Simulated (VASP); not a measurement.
# Si2Mo (fluorite type) (Fm-3m) in VASP: a series of runs, part 2 of 2

VASP 6.6.1. The steps go on from the part before.

### 6 Single point, PBE (volume scaled by 0.88)

The input, INCAR:

```
SYSTEM = Si2Mo
  PREC = Accurate
  ENCUT = 520
  EDIFF = 1E-7
  ISMEAR = -1
  SIGMA = 0.05
  LREAL = .FALSE.
  LASPH = .TRUE.
  NELM = 80
  ALGO = Normal
  ISIF = 2
  LWAVE = .FALSE.
  LCHARG = .TRUE.
  GGA = PE
  LELF = .TRUE.
  LVHAR = .TRUE.
  NBANDS = 18
```

The input, KPOINTS:

```
Automatic mesh
0
G
  10 10 10
  0 0 0
```

The input, POSCAR:

```
Si2Mo
1.0
    0.0000000000      2.8054539270      2.8054539270
    2.8054539270      0.0000000000      2.8054539270
    2.8054539270      2.8054539270      0.0000000000
Mo Si
1 2
Direct
    0.0000000000      0.0000000000      0.0000000000
    0.2500000000      0.2500000000      0.2500000000
    0.7500000000      0.7500000000      0.7500000000
```

Potentials or basis: VASP PAW PBE potentials, release 64 (Mo_sv, Si).

On the command line:

```
> cat potpaw_PBE.64/Mo_sv/POTCAR potpaw_PBE.64/Si/POTCAR > POTCAR
> mpirun -np 1 vasp_std > vasp.out
```

OUTCAR:

```text
SYSTEM = Si2Mo
   PREC = Accurate
   ENCUT = 520
   EDIFF = 1E-7
   ISMEAR = -1
   LREAL = .FALSE.
   LASPH = .TRUE.
   NELM = 80
   ISIF = 2
   GGA = PE

 ion  position               nearest neighbor table
   1  0.000  0.000  0.000-   3 2.43   3 2.43   3 2.43   2 2.43   2 2.43   2 2.43   3 2.43   2 2.43

   2  0.250  0.250  0.250-   1 2.43   1 2.43   1 2.43   1 2.43   3 2.81   3 2.81   3 2.81   3 2.81
                             3 2.81   3 2.81
   3  0.750  0.750  0.750-   1 2.43   1 2.43   1 2.43   1 2.43   2 2.81   2 2.81   2 2.81   2 2.81
                             2 2.81   2 2.81

  LATTYP: Found a face centered cubic cell.
 ALAT       =     5.6109078540

  Lattice vectors:

 A1 = (   0.0000000000,   2.8054539270,   2.8054539270)
 A2 = (   2.8054539270,   0.0000000000,   2.8054539270)
 A3 = (   2.8054539270,   2.8054539270,   0.0000000000)

Analysis of symmetry for initial positions (statically):
=====================================================================
 Subroutine PRICEL returns:
 Original cell was already a primitive cell.

 Routine SETGRP: Setting up the symmetry group for a
 face centered cubic supercell.

 Subroutine GETGRP returns: Found 48 space group operations
 (whereof 48 operations were pure point group operations)
 out of a pool of 48 trial point group operations.

The static configuration has the point symmetry O_h .

Analysis of symmetry for dynamics (positions and initial velocities):
=====================================================================
 Subroutine PRICEL returns:
 Original cell was already a primitive cell.

 Routine SETGRP: Setting up the symmetry group for a
 face centered cubic supercell.

 Subroutine GETGRP returns: Found 48 space group operations
 (whereof 48 operations were pure point group operations)
[... 119 lines left out ...]
   ISMEAR =    -1;   SIGMA  =   0.05  broadening in eV -4-tet -1-fermi 0-gaus
   EFERMI_NEDOS =   21; number of points for ismear=-14 and -15
   IALGO  =     38    algorithm
   IMIX   =      4    mixing-type and parameters
     AMIX     =   0.40;   BMIX     =  1.00
     AMIX_MAG =   1.60;   BMIX_MAG =  1.00
  volume/ion in A,a.u.               =      14.72        99.34
  Fermi-wavevector in a.u.,A,eV,Ry     =   1.297785  2.452457 22.915539  1.684245
  Thomas-Fermi vector in A             =   2.429155
   LORBIT       =      0    0 simple, 1 ext, 2 COOP (PROOUT), +10 PAW based schemes
   GGA     = PE    functional components
   LHFCALC =     F    Hartree Fock is set to
   AEXX    =    0.0000 exact exchange contribution
   IVDW    =     0    specifies the selected vdW correction
   LEPSILON=     F    determine dielectric tensor
   LRPA    =     F    only Hartree local field effects (RPA)
 non-spin polarized calculation
  energy-cutoff  :      520.00
  volume of cell :       44.16
 maximum number of plane-waves:      1243
 NGX is ok and might be reduce to    30
   NGX = 15   NGY = 15   NGZ = 15

 number of electron      22.0000000 magnetization

 Free energy of the ion-electron system (eV)
  ---------------------------------------------------
  ext. energy  EPLUGINS =         0.00000000
  ---------------------------------------------------
  free energy    TOTEN  =       -20.40520189 eV

  energy without entropy =      -20.38912355  energy(sigma->0) =      -20.39716272

 E-fermi :  10.7309     XC(G=0): -11.7388

 val. band max:       10.6871832868   @ k =   0.4000   0.3000   0.0000
 cond. band min:      10.7492488532   @ k =   0.5000   0.1000   0.0000
 fundamental gap:      0.0620655664
 Fermi energy:        10.7309360079

 k-point     1 :       0.0000    0.0000    0.0000
  band No.  band energies     occupation
      1     -49.3769      2.00000
      2     -23.6679      2.00000
      3     -23.6679      2.00000
      4     -23.6679      2.00000
      5      -1.6723      2.00000
      6       5.7008      2.00000
[... 481 lines left out ...]
      5       0.7617      2.00000
      6       3.1948      2.00000
[... 10 lines left out ...]
     17      17.8884      0.00000
     18      18.3015      0.00000

 [... further k-points ...]

------------------------ aborting loop because EDIFF is reached ----------------------------------------

  FORCE on cell =-STRESS in cart. coord.  units (eV):
  Direction    XX          YY          ZZ          XY          YZ          ZX
  --------------------------------------------------------------------------------------
  -------------------------------------------------------------------------------------
  Total        6.0283049      6.0283049      6.0283049     -0.0000000      0.0000000      0.0000000
  in kB      218.7088592    218.7088592    218.7088592     -0.0000000      0.0000000      0.0000000
  external PRESSURE =     218.7088592 kB  Pullay stress =       0.0000000 kB

 VOLUME and BASIS-vectors are now :
 -----------------------------------------------------------------------------
  energy-cutoff  :      520.00
  volume of cell :       44.16
      direct lattice vectors                 reciprocal lattice vectors
     0.000000000  2.805453927  2.805453927    -0.178224278  0.178224278  0.178224278
     2.805453927  0.000000000  2.805453927     0.178224278 -0.178224278  0.178224278
     2.805453927  2.805453927  0.000000000     0.178224278  0.178224278 -0.178224278

 POSITION                                       TOTAL-FORCE (eV/Angst)
 -----------------------------------------------------------------------------------
      0.00000      0.00000      0.00000         0.000000     -0.000000     -0.000000
      1.40273      1.40273      1.40273         0.000000      0.000000      0.000000
      4.20818      4.20818      4.20818        -0.000000     -0.000000     -0.000000
 -----------------------------------------------------------------------------------
    total drift:                                0.000000     -0.000000     -0.000000

  FREE ENERGIE OF THE ION-ELECTRON SYSTEM (eV)
  ---------------------------------------------------
  free  energy   TOTEN  =       -20.4052018921 eV

  energy  without entropy=      -20.3891235483  energy(sigma->0) =      -20.39716272
```

stdout:

```text
POSCAR found type information on POSCAR MoSi
 POSCAR found :  2 types and       3 ions
 scaLAPACK will be used
 LDA part: xc-table for (Slater+PW92), standard interpolation
 POSCAR, INCAR and KPOINTS ok, starting setup
 FFT: planning ... GRIDC
 FFT: planning ... GRID_SOFT
 FFT: planning ... GRID
 WAVECAR not read
 entering main loop
```

It took 19 s on 1 thread of AMD EPYC 9R45 (Zen 5), shared host; peak memory 0.16 GiB.

What came out:

- Free energy: -20.4052 eV
- Pressure: 21.9 GPa
- Band gap on the k mesh: zero (band 11 reaches 11.67 eV, above the bottom of band 12 at 9.96 eV)

### 7 The runs side by side

```tsv
cell	gap on the mesh (eV)	pressure (GPa)
a = 3.530 Å, angles 60.0°, 3 atoms	none	166.5
a = 3.711 Å, angles 60.0°, 3 atoms	none	84.7
a = 3.843 Å, angles 60.0°, 3 atoms	none	46.6
a = 3.968 Å, angles 60.0°, 3 atoms	none	21.9
```

Alike in all rows: task single point; level PBE; potentials or basis VASP PAW PBE potentials, release 64 (Mo_sv, Si); no spin polarisation; k mesh 10 × 10 × 10; cutoff (eV) 520; smearing fermi-dirac 0.05 eV.

Absolute energies hang on the potentials; compare differences alone.
